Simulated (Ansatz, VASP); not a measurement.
Two plane-wave programs on Sb

```
Sb
1.0
     3.38805    0.00000    0.00000
     0.00000    3.38805    0.00000
     0.00000    0.00000   23.18710
Sb
4
Cartesian
  0.8470 0.8470 8.2827
  2.5410 2.5410 10.2468
  0.8470 0.8470 12.9403
  2.5410 2.5410 14.9044
```

Alike in both runs: functional PBE; k mesh 10 × 10 × 1; occupations fermi-dirac, width 0.05 eV; no spin polarisation.

Ansatz relaxed the structure, and its values are those at the end. VASP's run is a single point on that final structure, the one shown.

|  | VASP | Ansatz |
| --- | --- | --- |
| version | VASP 6.6.1 | Ansatz 0.2.0 |
| potentials or method | VASP PAW PBE potentials, release 64 (Sb) | PAW with Ansatz's default frozen-core files, scalar-relativistic |
| plane-wave cutoff (eV) | 520 | 420 |
| valence electrons in the cell | 20 | 60 |

```csv
,VASP,Ansatz,Ansatz less VASP
rms of the force components (eV/Å),0.004,0.001,-0.0027
```

VASP's potentials hold 20 valence electrons a cell and Ansatz's 60, so a difference there can come from the potentials and not from the codes. Ansatz's warnings: stress scf threshold loose, xc potential rough in thin density.

Neither program's run includes spin-orbit coupling.
